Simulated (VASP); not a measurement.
Runs of VASP 6.6.1 on Ce. The structure is that of space group Im-3m (No. 229), or close to it. The cells are those of the table. 

```csv
spin,cell,gap on the mesh (eV),pressure (GPa),moment (μB)
"collinear, ferromagnetic start","a = 3.320 Å, angles 109.5°, 1 atom",none,-0.9,0.37
"collinear, ferromagnetic start","a = 3.366 Å, angles 109.5°, 1 atom",none,-0.8,1.00
"collinear, ferromagnetic start","a = 3.388 Å, angles 109.5°, 1 atom",none,-0.8,(b)
off,"a = 3.366 Å, angles 109.5°, 1 atom",none,(a),-
"collinear, ferromagnetic start","a = 3.432 Å, angles 109.5°, 1 atom",none,-1.3,1.39
```

Alike in all rows: task single point; level PBE; potentials or basis VASP PAW PBE potentials, release 64 (Ce); k mesh 10 × 10 × 10; cutoff (eV) 520; smearing fermi-dirac 0.05 eV.

Q: Fill in the values left out.

A: (a) -2.1; (b) 1.18.

Caveats: spin-orbit coupling is left out, which moves the levels of the heavy elements; the magnetic or orbital state may not be the lowest (some runs).

A k mesh can miss the band edges, and the runs leave out spin-orbit coupling on Ce.

A gap of «none» marks levels without a gap at the run's occupations.
